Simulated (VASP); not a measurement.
Wanted: the native input for a VASP 6.6.1 run.

```
Task                   : single point
Functional             : pbe exchange, lda correlation
Potentials or basis    : VASP PAW PBE potentials, release 64 (Pt)
Cutoff                 : 500 eV
k mesh                 : 9 × 9 × 9
Occupations            : methfessel-paxton, width 0.01 eV
Spin                   : non-collinear spin, typed start
Starting moments       : [[-0.051, -0.199, -0.079]] μB
Dipole correction      : no
Further INCAR settings : ALGO = Normal; EDIFF = 1e-06; NBANDS = 21
```

The structure of Pt lies in POSCAR:

```
Pt
1.0
    0.0000000000      1.9609000000      1.9609000000
    1.9609000000      0.0000000000      1.9609000000
    1.9609000000      1.9609000000      0.0000000000
Pt
1
Direct
    0.0000000000      0.0000000000      0.0000000000
```

One way to write it, as run:

INCAR

```
PREC = Accurate
ENCUT = 500
EDIFF = 1E-6
ISMEAR = 1
SIGMA = 0.01
LREAL = F
LASPH = T
NELM = 200
ALGO = Normal
ISIF = 2
LWAVE = F
LCHARG = T
LNONCOLLINEAR = T
MAGMOM = -0.051 -0.199 -0.079
LORBIT = 11
LMAXMIX = 4
GGA = LIBXC
LIBXC1 = GGA_X_PBE
LIBXC2 = LDA_C_PW
LVHAR = T
NBANDS = 21
GGA_COMPAT = F
```

KPOINTS

```
Automatic mesh
0
Gamma
  9 9 9
```

Potentials or basis: VASP PAW PBE potentials, release 64 (Pt).

Launch:

```sh
$ cat potpaw_PBE.64/Pt/POTCAR > POTCAR
$ mpirun -np 1 vasp_ncl > vasp.out
```

It gave:

* Pressure: 29.8 GPa
* Band gap on the k mesh: zero (bands 10 and 11 overlap by 2.08 eV)
* Net moment: 0.03 μB per cell
* Valence electrons inside the program's atomic spheres: Pt 9.35

Caveat: the cell stands under pressure; the PAW data sets were made with another functional, which shifts forces and pressure a little; spin-orbit coupling is left out, which moves the levels of the heavy elements.

It took 2.9 min on 1 thread of Intel(R) Xeon(R) Platinum 8488C (Sapphire Rapids), on a shared host, peak memory 0.27 GiB.
